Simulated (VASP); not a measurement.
# LiMg (R-3m) in VASP: a series of runs

LiMg is run at these levels: LDA; tasks: single point, relaxation of cell and atoms.

Everything below comes from runs of VASP 6.6.1. Logs are shortened: lines on timing, memory, paths and dates and some standing lists are left out, and cuts for length are marked.

## Step 1: The cell of the first run

The structure is trigonal, space group R-3m (No. 166). The conventional cell has a = 3.046 Å, b = 3.046 Å, c = 14.792 Å, α = 90.00°, β = 90.00°, γ = 120.00°. Within 4.0 Å of Li (site symmetry -3m) lie 6 Mg at 3.03 Å and 6 Li at 3.05 Å. Mg (site symmetry -3m) has 6 Li at 3.03 Å and 6 Mg at 3.05 Å within 4.0 Å.

## Step 2: Single point, LDA

The input, INCAR:

```
PREC = Accurate ; ENCUT = 520
EDIFF = 1E-6 ; ISMEAR = 0
SIGMA = 0.02 ; LREAL = False
LASPH = True ; NELM = 80
ALGO = Normal ; ISIF = 2
LWAVE = False ; LCHARG = False
GGA = CA ; NBANDS = 10
```

The input, KPOINTS:

```
regular mesh
0
Gamma
  18 18 18
```

The input, POSCAR:

```
LiMg
1.0
    1.5232287232      0.8794365134      4.9305320727
   -1.5232287232      0.8794365134      4.9305320727
    0.0000000000     -1.7588730268      4.9305320727
Li Mg
1 1
Direct
    0.0000000000      0.0000000000      0.0000000000
    0.5000000000      0.5000000000      0.5000000000
```

Potentials or basis: VASP PAW LDA potentials, release 64 (Li_sv, Mg).

On the command line:

```console
$ cat potpaw_LDA.64/Li_sv/POTCAR potpaw_LDA.64/Mg/POTCAR > POTCAR
$ mpirun -np 1 vasp_std > vasp.out
```

OUTCAR:

```text
PREC = Accurate
   ENCUT = 520
   EDIFF = 1E-6
   ISMEAR = 0
   LREAL = False
   LASPH = True
   NELM = 80
   ISIF = 2
   GGA = CA

 ion  position               nearest neighbor table
   1  0.000  0.000  0.000-   2 3.03   2 3.03   2 3.03   2 3.03   2 3.03   2 3.03
   2  0.500  0.500  0.500-   1 3.03   1 3.03   1 3.03   1 3.03   1 3.03   1 3.03

  LATTYP: Found a trigonal (rhomboedric) cell.
 ALAT       =     5.2348620654
 COS(alpha) =     0.8306638229

  Lattice vectors:

 A1 = (   1.5232287232,   0.8794365134,   4.9305320727)
 A2 = (  -1.5232287232,   0.8794365134,   4.9305320727)
 A3 = (   0.0000000000,  -1.7588730268,   4.9305320727)

Analysis of symmetry for initial positions (statically):
=====================================================================
 Subroutine PRICEL returns:
 Original cell was already a primitive cell.

 Routine SETGRP: Setting up the symmetry group for a
 trigonal (rhombohedral) supercell.

 Subroutine GETGRP returns: Found 12 space group operations
 (whereof 12 operations were pure point group operations)
 out of a pool of 12 trial point group operations.

The static configuration has the point symmetry D_3d.

Analysis of symmetry for dynamics (positions and initial velocities):
=====================================================================
 Subroutine PRICEL returns:
 Original cell was already a primitive cell.

 Routine SETGRP: Setting up the symmetry group for a
 trigonal (rhombohedral) supercell.

 Subroutine GETGRP returns: Found 12 space group operations
 (whereof 12 operations were pure point group operations)
 out of a pool of 12 trial point group operations.

The dynamic configuration has the point symmetry D_3d.

 Subroutine INISYM returns: Found 12 space group operations
 (whereof 12 operations are pure point group operations),
 and found     1 'primitive' translations

----------------------------------------------------------------------------------------

                                     Primitive cell

  volume of cell :      39.6291

  direct lattice vectors                    reciprocal lattice vectors
     1.523228723  0.879436513  4.930532073     0.328250113  0.189515291  0.067605956
    -1.523228723  0.879436513  4.930532073    -0.328250113  0.189515291  0.067605956
     0.000000000 -1.758873027  4.930532073     0.000000000 -0.379030582  0.067605956

  length of vectors
     5.234862065  5.234862065  5.234862065     0.385012659  0.385012659  0.385012658

  position of ions in fractional coordinates (direct lattice)
     0.000000000  0.000000000  0.000000000
     0.500000000  0.500000000  0.500000000

  ion indices of the primitive-cell ions
   primitive index   ion index
                 1           1
                 2           2

----------------------------------------------------------------------------------------

 KPOINTS: regular mesh

Automatic generation of k-mesh.
 Grid dimensions read from file:
 generate k-points for:   18   18   18

 Generating k-lattice:

  Cartesian coordinates                     Fractional coordinates (reciprocal lattice)
     0.018236117  0.010528627  0.003755886     0.055555556 -0.000000000  0.000000000
    -0.018236117  0.010528627  0.003755886    -0.000000000  0.055555556  0.000000000
     0.000000000 -0.021057255  0.003755886     0.000000000  0.000000000  0.055555556

  Length of vectors
     0.021389592  0.021389592  0.021389592

  Shift w.r.t. Gamma in fractional coordinates (k-lattice)
     0.000000000  0.000000000  0.000000000

 Subroutine IBZKPT returns following result:
 ===========================================

 Found    580 irreducible k-points:

 Following reciprocal coordinates:
            Coordinates               Weight
  0.000000  0.000000  0.000000      1.000000
  0.055556  0.000000 -0.000000      6.000000
  0.111111  0.000000 -0.000000      6.000000
  0.166667  0.000000 -0.000000      6.000000
  0.222222  0.000000  0.000000      6.000000
  0.277778 -0.000000  0.000000      6.000000
[... 16 lines left out ...]
 -0.277778  0.055556  0.000000     12.000000
 -0.222222  0.055556  0.000000     12.000000
 [... further k-points ...]
   k-points           NKPTS =    580   k-points in BZ     NKDIM =    580   number of bands    NBANDS=     10
   number of dos      NEDOS =    301   number of ions     NIONS =      2
   total plane-waves  NPLWV =  64000
   dimension x,y,z NGX =    40 NGY =   40 NGZ =   40
   dimension x,y,z NGXF=    80 NGYF=   80 NGZF=   80
   ions per type =               1   1
   NGX,Y,Z   is equivalent  to a cutoff of  12.70, 12.70, 12.70 a.u.
   NGXF,Y,Z  is equivalent  to a cutoff of  25.41, 25.41, 25.41 a.u.
 SYSTEM =  unknown system
   PREC   = accura    normal or accurate (medium, high low for compatibility)
   ISTART =      0    job   : 0-new  1-cont  2-samecut
   ICHARG =      2    charge: 1-file 2-atom 10-const
   ISPIN  =      1    spin polarized calculation?
   LNONCOLLINEAR =      F non collinear calculations
   LSORBIT =      F    spin-orbit coupling
   LASPH  =      T    aspherical Exc in radial PAW
   ENCUT  =  520.0 eV  38.22 Ry    6.18 a.u.   9.73  9.73  9.73*2*pi/ulx,y,z
   NELM   =     80;   NELMIN=  2; NELMDL= -5     # of ELM steps
   EDIFF  = 0.1E-05   stopping-criterion for ELM
   LREAL  =      F    real-space projection
[... 7 lines left out ...]
   TEBEG  =    0.0;   TEEND  =   0.0 temperature during run
   PSTRESS=    0.0 pullay stress
   NELECT =       5.0000    total number of electrons
   NUPDOWN=      -1.0000    fix difference up-down
   EMIN   =  10.00;   EMAX   =-10.00  energy-range for DOS
   EFERMI =   0.00;   METHOD = LEGACY
   ISMEAR =     0;   SIGMA  =   0.02  broadening in eV -4-tet -1-fermi 0-gaus
   EFERMI_NEDOS =   21; number of points for ismear=-14 and -15
   IALGO  =     38    algorithm
   IMIX   =      4    mixing-type and parameters
     AMIX     =   0.40;   BMIX     =  1.00
     AMIX_MAG =   1.60;   BMIX_MAG =  1.00
  volume/ion in A,a.u.               =      19.81       133.72
  Fermi-wavevector in a.u.,A,eV,Ry     =   0.821095  1.551644  9.173002  0.674197
  Thomas-Fermi vector in A             =   1.932193
   LORBIT       =      0    0 simple, 1 ext, 2 COOP (PROOUT), +10 PAW based schemes
   GGA     = CA    functional components
   LHFCALC =     F    Hartree Fock is set to
   AEXX    =    0.0000 exact exchange contribution
   IVDW    =     0    specifies the selected vdW correction
   LEPSILON=     F    determine dielectric tensor
   LRPA    =     F    only Hartree local field effects (RPA)
 non-spin polarized calculation
 Gauss-broadening in eV      SIGMA  =   0.02
  energy-cutoff  :      520.00
  volume of cell :       39.63
 maximum number of plane-waves:      1083
   NGX = 19   NGY = 19   NGZ = 19

 number of electron       5.0000000 magnetization

 Free energy of the ion-electron system (eV)
  ---------------------------------------------------
  ext. energy  EPLUGINS =         0.00000000
  ---------------------------------------------------
  free energy    TOTEN  =        -3.94925609 eV

  energy without entropy =       -3.94904534  energy(sigma->0) =       -3.94915071

 E-fermi :   1.8453     XC(G=0):  -8.2347

 val. band max:        1.8450980853   @ k =  -0.4444   0.2778   0.1111
 cond. band min:       1.8474550520   @ k =  -0.3889   0.2222   0.1111
 fundamental gap:      0.0023569667
 Fermi energy:         1.8453308653

 k-point     1 :       0.0000    0.0000    0.0000
  band No.  band energies     occupation
      1     -43.5244      2.00000
      2      -4.0385      2.00000
      3       0.9853      2.00000
      4       3.1686      0.00000
      5      14.5736      0.00000
      6      14.5736      0.00000
      7      15.1080      0.00000
      8      15.1080      0.00000
      9      16.6622      0.00000
     10      17.3815      0.00000

 k-point     2 :       0.0556    0.0000   -0.0000
  band No.  band energies     occupation
      1     -43.5240      2.00000
      2      -3.9746      2.00000
      3       1.0331      2.00000
      4       3.2259      0.00000
      5      13.5816      0.00000
      6      14.1059      0.00000
      7      14.7344      0.00000
      8      15.1649      0.00000
      9      16.4449      0.00000
     10      16.9888      0.00000

 k-point     3 :       0.1111    0.0000   -0.0000
  band No.  band energies     occupation
      1     -43.5227      2.00000
      2      -3.7831      2.00000
      3       1.1758      2.00000
      4       3.3956      0.00000
      5      11.8903      0.00000
      6      13.4259      0.00000
      7      13.7465      0.00000
      8      14.6819      0.00000
      9      15.5440      0.00000
     10      16.5121      0.00000

 k-point     4 :       0.1667    0.0000   -0.0000
  band No.  band energies     occupation
      1     -43.5208      2.00000
      2      -3.4650      2.00000
      3       1.4120      2.00000
      4       3.6688      0.00000
      5      10.1795      0.00000
      6      12.3942      0.00000
      7      12.7937      0.00000
      8      13.9748      0.00000
      9      14.7999      0.00000
     10      16.0933      0.00000
[... 222 lines left out ...]
 k-point    22 :      -0.3333    0.0556   -0.0000
  band No.  band energies     occupation
      1     -43.5124      2.00000
      2      -1.3612      2.00000
      3       3.0993      0.00000
      4       3.9029      0.00000
      5       6.3202      0.00000
      6       7.7716      0.00000
      7      10.6803      0.00000
      8      11.2373      0.00000
      9      13.1366      0.00000
     10      14.1847      0.00000

 k-point    23 :      -0.2778    0.0556    0.0000
  band No.  band energies     occupation
      1     -43.5146      2.00000
      2      -2.1006      2.00000
      3       2.6193      0.00000
      4       4.2482      0.00000
      5       6.7056      0.00000
      6       8.8587      0.00000
      7      10.9458      0.00000
      8      11.7529      0.00000
      9      14.3177      0.00000
     10      14.7914      0.00000

 k-point    24 :      -0.2222    0.0556    0.0000
  band No.  band energies     occupation
      1     -43.5170      2.00000
      2      -2.7224      2.00000
      3       2.1377      0.00000
      4       4.0437      0.00000
      5       7.8791      0.00000
      6      10.1238      0.00000
      7      11.3295      0.00000
      8      12.3551      0.00000
      9      14.8814      0.00000
     10      15.9418      0.00000

 [... further k-points ...]

------------------------ aborting loop because EDIFF is reached ----------------------------------------

  FORCE on cell =-STRESS in cart. coord.  units (eV):
  Direction    XX          YY          ZZ          XY          YZ          ZX
  --------------------------------------------------------------------------------------
  -------------------------------------------------------------------------------------
  Total       -0.0604610     -0.0604610     -0.0552771      0.0000000     -0.0000000      0.0000000
  in kB       -2.4443957     -2.4443957     -2.2348112      0.0000000     -0.0000000      0.0000000
  external PRESSURE =      -2.3745342 kB  Pullay stress =       0.0000000 kB

 VOLUME and BASIS-vectors are now :
 -----------------------------------------------------------------------------
  energy-cutoff  :      520.00
  volume of cell :       39.63
      direct lattice vectors                 reciprocal lattice vectors
     1.523228723  0.879436513  4.930532073     0.328250113  0.189515291  0.067605956
    -1.523228723  0.879436513  4.930532073    -0.328250113  0.189515291  0.067605956
     0.000000000 -1.758873027  4.930532073     0.000000000 -0.379030582  0.067605956

 POSITION                                       TOTAL-FORCE (eV/Angst)
 -----------------------------------------------------------------------------------
      0.00000      0.00000      0.00000         0.000000      0.000000     -0.000000
      0.00000      0.00000      7.39580         0.000000     -0.000000      0.000000
 -----------------------------------------------------------------------------------
    total drift:                               -0.000000     -0.000000     -0.000000

  FREE ENERGIE OF THE ION-ELECTRON SYSTEM (eV)
  ---------------------------------------------------
  free  energy   TOTEN  =        -3.9492560852 eV

  energy  without entropy=       -3.9490453394  energy(sigma->0) =       -3.94915071
```

It took 2.3 min on 1 thread of Intel Xeon 6975P-C (Granite Rapids), shared host; peak memory 0.39 GiB.

Results:

```yaml
Free_energy: -3.9493 eV
Band_gap_on_the_k_mesh: zero (an odd number of electrons rules out a gap without spin polarisation)
```

Caveat: the cutoff is under 1.25 times the usual one of these potentials, so pressure, stress and relaxed cells hold a basis-set (Pulay) error.

## Step 3: Relaxation of cell and atoms, LDA

This run uses another cell than the first one, of 21.03 Å³/atom.

The input, INCAR:

```
SYSTEM = LiMg
  ALGO = Normal
  EDIFF = 1E-6
  EDIFFG = -0.03
  ENCUT = 600
  GGA = CA
  IBRION = 2
  ISIF = 3
  ISMEAR = 0
  LASPH = .TRUE.
  LCHARG = .FALSE.
  LREAL = .FALSE.
  LWAVE = .FALSE.
  NELM = 100
  NSW = 80
  PREC = Accurate
  SIGMA = 0.02
```

The input, KPOINTS:

```
k-points
0
G
  18 18 18
  0 0 0
```

The input, POSCAR:

```
LiMg
1.0
    1.5457510000      0.8924400000      5.0810520000
   -1.5457510000      0.8924400000      5.0810520000
    0.0000000000     -1.7848800000      5.0810520000
Li Mg
1 1
Direct
    0.0000000000      0.0000000000      0.0000000000
    0.5000000000      0.5000000000      0.5000000000
```

Potentials or basis: VASP PAW LDA potentials, release 64 (Li_sv, Mg).

On the command line:

```console
$ cat potpaw_LDA.64/Li_sv/POTCAR potpaw_LDA.64/Mg/POTCAR > POTCAR
$ mpirun -np 1 vasp_std > vasp.out
```

OUTCAR:

```text
SYSTEM = LiMg
   EDIFF = 1E-6
   EDIFFG = -0.03
   ENCUT = 600
   GGA = CA
   IBRION = 2
   ISIF = 3
   ISMEAR = 0
   LASPH = .TRUE.
   LREAL = .FALSE.
   NELM = 100
   NSW = 80
   PREC = Accurate

 ion  position               nearest neighbor table
   1  0.000  0.000  0.000-   2 3.10   2 3.10   2 3.10   2 3.10   2 3.10   2 3.10
   2  0.500  0.500  0.500-   1 3.10   1 3.10   1 3.10   1 3.10   1 3.10   1 3.10

  LATTYP: Found a trigonal (rhomboedric) cell.
 ALAT       =     5.3854326413
 COS(alpha) =     0.8352338326

  Lattice vectors:

 A1 = (   1.5457510000,   0.8924400000,   5.0810520000)
 A2 = (  -1.5457510000,   0.8924400000,   5.0810520000)
 A3 = (   0.0000000000,  -1.7848800000,   5.0810520000)

Analysis of symmetry for initial positions (statically):
[... 367 lines left out ...]
 val. band max:        1.8926531268   @ k =  -0.3333   0.1667   0.1111
 cond. band min:       1.8958162516   @ k =   0.5000   0.1667   0.1111
 fundamental gap:      0.0031631248
 Fermi energy:         1.8940955250

 k-point     1 :       0.0000    0.0000    0.0000
  band No.  band energies     occupation
      1     -43.4523      2.00000
      2      -4.0265      2.00000
      3       1.0100      2.00000
      4       3.2171      0.00000
      5      14.7554      0.00000
      6      14.7554      0.00000
[... 199 lines left out ...]
 k-point    24 :      -0.2222    0.0556    0.0000
  band No.  band energies     occupation
      1     -43.4443      2.00000
      2      -2.6989      2.00000
      3       2.1743      0.00000
      4       4.0959      0.00000
      5       7.9882      0.00000
      6      10.2440      0.00000

 [... further k-points ...]

------------------------ aborting loop because EDIFF is reached ----------------------------------------

  FORCE on cell =-STRESS in cart. coord.  units (eV):
  Direction    XX          YY          ZZ          XY          YZ          ZX
  --------------------------------------------------------------------------------------
  -------------------------------------------------------------------------------------
  Total        0.0317996      0.0317996     -0.0264702      0.0000000      0.0000000      0.0000000
  in kB        1.3006449      1.3006456     -1.0826647      0.0000000      0.0000000      0.0000000
  external PRESSURE =       0.5062086 kB  Pullay stress =       0.0000000 kB
[... 17 lines left out ...]
  FREE ENERGIE OF THE ION-ELECTRON SYSTEM (eV)
  ---------------------------------------------------
  free  energy   TOTEN  =        -3.9505130447 eV

  energy  without entropy=       -3.9503035607  energy(sigma->0) =       -3.95040830

 reached required accuracy - stopping structural energy minimisation
```

It took 7.9 min on 1 thread of Intel Xeon 6975P-C (Granite Rapids), shared host; peak memory 0.45 GiB.

What came out:

```yaml
Free_energy: -3.9505 eV
Relaxed_volume: 19.59 Å³/atom
Relaxed_cell: a = 5.222 Å, b = 5.222 Å, c = 5.222 Å, α = 33.76°, β = 33.76°, γ = 33.76°
Space_group_after_relaxing_to_0.1_Å: R-3m (No. 166)
Energy_gained_by_relaxing: 8.0 meV/atom
Ionic_steps: 6
Pressure_after_relaxing: 0.1 GPa
Band_gap_on_the_k_mesh: zero (an odd number of electrons rules out a gap without spin polarisation)
```

Stress tensor (GPa, compression positive):
```
 0.13  0.00  0.00
 0.00  0.13  0.00
 0.00  0.00 -0.11
```

Step by step:
```
step  energy change (eV)  largest force (eV/Å)  pressure (GPa)  volume (Å³)
   1              0.0000                0.0000           -1.64        42.06
   2             -0.0109                0.0000           -0.93        40.76
   3             -0.0157                0.0000           -0.10        39.44
   4             -0.0158                0.0000            0.03        39.22
   5             -0.0158                0.0000            0.07        39.17
   6             -0.0161                0.0000            0.05        39.17
```

Final structure:
```
CELL_PARAMETERS angstrom
1.51614 0.87535 4.91928
-1.51614 0.87535 4.91928
0.00000 -1.75069 4.91928
ATOMIC_POSITIONS crystal
Li 0.00000 0.00000 0.00000
Mg 0.50000 0.50000 0.50000
```

Caveat: the cutoff is under 1.25 times the usual one of these potentials, so pressure, stress and relaxed cells hold a basis-set (Pulay) error.
